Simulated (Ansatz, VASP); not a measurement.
# Two plane-wave programs on Ge4H

Contents of INCAR:

```
SYSTEM = Ge4H
PREC = Accurate
ENCUT = 520
EDIFF = 1E-6
ISMEAR = 0
SIGMA = 0.1
LREAL = .FALSE.
LASPH = .TRUE.
NELM = 80
ALGO = Normal
ISIF = 2
LWAVE = .FALSE.
LCHARG = .TRUE.
LDIPOL = .TRUE.
IDIPOL = 3
DIPOL = 0.5 0.5 0.251
GGA = PE
IVDW = 12
LELF = .TRUE.
LVHAR = .TRUE.
LVACPOTAV = .TRUE.
NBANDS = 68
```

The input KPOINTS:

```
Automatic mesh
0
G
  6 6 1
  0 0 0
```

POSCAR

```
Ge4H
1.0
    8.0453790286      0.0000000000      0.0000000000
   -4.0226895143      6.9675026219      0.0000000000
    0.0000000000      0.0000000000     18.6842610465
Ge H
8 2
Direct
    0.1666666667      0.3333333333      0.2507062514
    0.1666666667      0.8333333333      0.2507062514
    0.6666666667      0.3333333333      0.2507062514
    0.6666666667      0.8333333333      0.2507062514
    0.3333333333      0.1666666667      0.2140839282
    0.3333333333      0.6666666667      0.2140839282
    0.8333333333      0.1666666667      0.2140839282
    0.8333333333      0.6666666667      0.2140839282
    0.1200560597      0.3333333333      0.3261708360
    0.2132772737      0.3333333333      0.3261708360
```

Input for Ansatz:

```yaml
crystal:
  lattice:
    - [8.0453790286, 0.0, 0.0]
    - [-4.0226895143, 6.9675026219, 0.0]
    - [0.0, 0.0, 18.6842610465]
  atoms:
    - { symbol: Ge, position: [0.1666666667, 0.3333333333, 0.2507062514] }
    - { symbol: Ge, position: [0.1666666667, 0.8333333333, 0.2507062514] }
    - { symbol: Ge, position: [0.6666666667, 0.3333333333, 0.2507062514] }
    - { symbol: Ge, position: [0.6666666667, 0.8333333333, 0.2507062514] }
    - { symbol: Ge, position: [0.3333333333, 0.1666666667, 0.2140839282] }
    - { symbol: Ge, position: [0.3333333333, 0.6666666667, 0.2140839282] }
    - { symbol: Ge, position: [0.8333333333, 0.1666666667, 0.2140839282] }
    - { symbol: Ge, position: [0.8333333333, 0.6666666667, 0.2140839282] }
    - { symbol: H, position: [0.1200560597, 0.3333333333, 0.326170836] }
    - { symbol: H, position: [0.2132772737, 0.3333333333, 0.326170836] }
basis:
  ecutwfc: 420
kpoints:
  mp_grid: { grid: [6, 6, 1] }
hamiltonian:
  xc: pbe
  pseudopotentials: { kind: paw, azcp: { folder: soft_1 } }
  dispersion: d3bj
scf:
  occupations: { method: gaussian, width: 0.1 }
output:
  forces: true
  eigenvalues: true
efield:
  axis: 3
  dipole_correction: true
  ramp_width: 0.04
```

Alike in both runs: task single point; functional PBE; dispersion D3(BJ); k mesh 6 × 6 × 1; occupations gaussian, width 0.1 eV; no spin polarisation.

|  | VASP | Ansatz |
| --- | --- | --- |
| version | VASP 6.6.1 | Ansatz 0.2.0 |
| potentials or method | VASP PAW PBE potentials, release 64 (Ge_d, H), cutoff 520 eV | scalar-relativistic, plane waves, PAW |
| valence electrons in the cell | 114 | 114 |

Ansatz gave:

| Item | Value |
| --- | --- |
| gap on the k mesh at the Fermi level (eV) | 0.51 |
| least direct gap on the mesh (eV) | 0.73 |
| rms of the force components (eV/Å) | 1.943 |

Q: Estimate VASP's values.

A: gap on the k mesh at the Fermi level (eV): 0.51; least direct gap on the mesh (eV): 0.73; rms of the force components (eV/Å): 1.920.

Atom by atom the forces differ by 0.023 eV/Å (rms over components).
